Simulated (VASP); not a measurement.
Set up this calculation in VASP 6.6.1, as the native input.

```
Task                   : single point
Functional             : LDA
Potentials or basis    : VASP PAW LDA potentials, release 64 (Mg)
Cutoff                 : 520 eV
k mesh                 : 10 × 10 × 10
Occupations            : fermi-dirac, width 0.05 eV
Spin                   : no spin polarisation
Dipole correction      : no
Further INCAR settings : ALGO = Normal; EDIFF = 1e-07; NBANDS = 7
```

The structure of Mg lies in POSCAR:

```
Mg
1.0
    0.0000000000      2.0876525405      2.0876525405
    2.0876525405      0.0000000000      2.0876525405
    2.0876525405      2.0876525405      0.0000000000
Mg
1
Direct
    0.0000000000      0.0000000000      0.0000000000
```

These files were run (other wordings do the same):

INCAR

```
PREC     = Accurate       # precision mode
ENCUT    = 520            # plane-wave cutoff, eV
EDIFF    = 1E-7           # SCF threshold, eV
ISMEAR   = -1             # smearing method
SIGMA    = 0.05           # smearing width, eV
LREAL    = F              # projectors in reciprocal space
LASPH    = T              # aspherical terms in the spheres
NELM     = 60             # most SCF steps
ALGO     = Normal         # electronic algorithm
ISIF     = 2              # what is computed and relaxed
LWAVE    = F              # write WAVECAR
LCHARG   = F              # write CHGCAR
GGA      = CA             # functional
NBANDS   = 7              # bands
```

KPOINTS

```
regular mesh
0
Gamma
  10 10 10
```

Potentials or basis: VASP PAW LDA potentials, release 64 (Mg).

The run is started by

```sh
$ cat potpaw_LDA.64/Mg/POTCAR > POTCAR
$ mpirun -np 1 vasp_std > vasp.out
```

It gave:

```yaml
Pressure: 9.6 GPa
Band_gap_on_the_k_mesh: zero (band 1 reaches 4.70 eV, above the bottom of band 2 at 2.47 eV)
```

Wall time 3.5 s on 1 thread of Intel(R) Xeon(R) Platinum 8559C (Emerald Rapids), with other jobs on the host, peak memory 0.12 GiB.
